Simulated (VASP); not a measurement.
Wanted: the native input for a VASP 6.6.1 run.

| Item | Value |
| --- | --- |
| Task | relaxation of cell and atoms |
| Functional | PBE-based screened hybrid with 25 % exact exchange |
| Potentials or basis | VASP PAW PBE potentials, release 64 (Zn, O) |
| Cutoff | 600 eV |
| k mesh | 5 × 5 × 5 |
| Occupations | fermi-dirac, width 0.05 eV |
| Spin | no spin polarisation |
| Dipole correction | no |
| Grid for exact exchange (PRECFOCK) | Normal |
| Share of exact exchange | 0.25 |
| Further INCAR settings | ALGO = Normal; EDIFF = 1e-07; IBRION = 2; EDIFFG = -0.01; NSW = 60; ISIF = 3 |
| Screening parameter | 0.3 1/Å |

ZnO:

```xyz
2
Lattice="2.6882 0.0000 0.0000 0.0000 2.6882 0.0000 0.0000 0.0000 2.6882" Properties=species:S:1:pos:R:3 pbc="T T T"
Zn    0.0000    0.0000    0.0000
O     1.3441    1.3441    1.3441
```

These files were run (other wordings do the same):

POSCAR

```
ZnO
1.0
    2.6882100000      0.0000000000      0.0000000000
    0.0000000000      2.6882100000      0.0000000000
    0.0000000000      0.0000000000      2.6882100000
Zn O
1 1
Direct
    0.0000000000      0.0000000000      0.0000000000
    0.5000000000      0.5000000000      0.5000000000
```

INCAR.step1

```
SYSTEM = ZnO
  ALGO = Normal
  EDIFF = 1E-5
  ENCUT = 600
  GGA = PE
  ISMEAR = -1
  LASPH = .True.
  LCHARG = .False.
  LREAL = .False.
  LWAVE = .True.
  NBANDS = 16
  NELM = 80
  PREC = Accurate
  SIGMA = 0.05
```

INCAR.step2

```
SYSTEM = ZnO
  AEXX = 0.25
  ALGO = Normal
  EDIFF = 1E-7
  EDIFFG = -0.01
  ENCUT = 600
  GGA = PE
  HFSCREEN = 0.3
  IBRION = 2
  ISIF = 3
  ISMEAR = -1
  ISTART = 1
  LASPH = .True.
  LCHARG = .False.
  LHFCALC = .True.
  LREAL = .False.
  LWAVE = .False.
  NELM = 80
  NSW = 60
  PREC = Accurate
  PRECFOCK = Normal
  SIGMA = 0.05
```

KPOINTS

```
k-points
0
Gamma
  5 5 5
  0 0 0
```

Potentials or basis: VASP PAW PBE potentials, release 64 (Zn, O).

Command:

```console
$ cat potpaw_PBE.64/Zn/POTCAR potpaw_PBE.64/O/POTCAR > POTCAR
$ cp INCAR.step1 INCAR
$ mpirun -np 1 vasp_std > vasp.out
$ cp INCAR.step2 INCAR
$ mpirun -np 1 vasp_std > vasp.out
```

It gave:

```yaml
Relaxed_volume: 9.33 Å³/atom
Relaxed_cell: a = 2.653 Å, b = 2.653 Å, c = 2.653 Å, α = 90.00°, β = 90.00°, γ = 90.00°
Space_group_after_relaxing_to_0.1_Å: Pm-3m (No. 221)
Energy_gained_by_relaxing: 8.4 meV/atom
Ionic_steps: 3
Pressure_after_relaxing: 0.0 GPa
Band_gap_on_the_k_mesh: 0.67 eV (least direct gap 1.86 eV)
```

Caveat: the k points lie up to 0.47 Å⁻¹ apart in the final cell; the PAW data sets were made with another functional, which shifts forces and pressure a little; an odd mesh through Γ misses points on the zone boundary, where band edges can lie.

It took 24 min on 1 thread of AMD EPYC 7R13 Processor (Zen 3), on a shared host, peak memory 0.22 GiB.
